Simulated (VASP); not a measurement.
Here is a VASP 6.6.1 calculation.

File POSCAR:

```
SnO2
1.0
    4.8274195352      0.0000000000      0.0000000000
    0.0000000000      4.8274195352      0.0000000000
    0.0000000000      0.0000000000      3.2380692396
Sn O
2 4
Direct
    0.0000000000      0.0000000000      0.0000000000
    0.5000000000      0.5000000000      0.5000000000
    0.3065442698      0.3065442698      0.0000000000
    0.1934557302      0.8065442698      0.5000000000
    0.6934557302      0.6934557302      0.0000000000
    0.8065442698      0.1934557302      0.5000000000
```

Contents of INCAR.step1:

```
ALGO = Normal ; EDIFF = 1E-5
ENCUT = 660 ; GGA = PE
GGA_COMPAT = F ; ISMEAR = 0
LASPH = T ; LCHARG = F
LREAL = F ; LWAVE = T
NBANDS = 35 ; NELM = 120
PREC = Accurate ; SIGMA = 0.02
```

INCAR.step2

```
ALGO = Normal ; EDIFF = 1E-6
ENCUT = 660 ; GGA_COMPAT = F
ISIF = 2 ; ISMEAR = 0
ISTART = 1 ; LASPH = T
LCHARG = T ; LELF = T
LMIXTAU = T ; LREAL = F
LVHAR = T ; LWAVE = F
METAGGA = R2SCAN ; NBANDS = 35
NELM = 120 ; PREC = Accurate
SIGMA = 0.02
```

KPOINTS

```
k-points
0
Gamma
  6 6 8
```

Potentials or basis: VASP PAW PBE potentials, release 64 (Sn_d, O).

Command:

```bash
$ cat potpaw_PBE.64/Sn_d/POTCAR potpaw_PBE.64/O/POTCAR > POTCAR
$ cp INCAR.step1 INCAR
$ mpirun -np 1 vasp_std > vasp.out
$ cp INCAR.step2 INCAR
$ mpirun -np 1 vasp_std > vasp.out
```

Question: What does it give for the largest force?

Answer: 0.017 eV/Å.

Question: Estimate the band gap on the k mesh.

Answer: 1.35 eV.

Forces on the atoms (eV/Å):
```
Sn   0.000  0.000  0.000
Sn   0.000  0.000  0.000
O    0.012  0.012  0.000
O   -0.012  0.012  0.000
O   -0.012 -0.012  0.000
O    0.012 -0.012  0.000
```

Caveat: the cell stands under tension; the PAW data sets were made with another functional, which shifts forces and pressure a little; spin-orbit coupling is left out, which moves the levels of the heavy elements. r2SCAN opens gaps a little over a GGA but as a rule still falls short of measured ones.
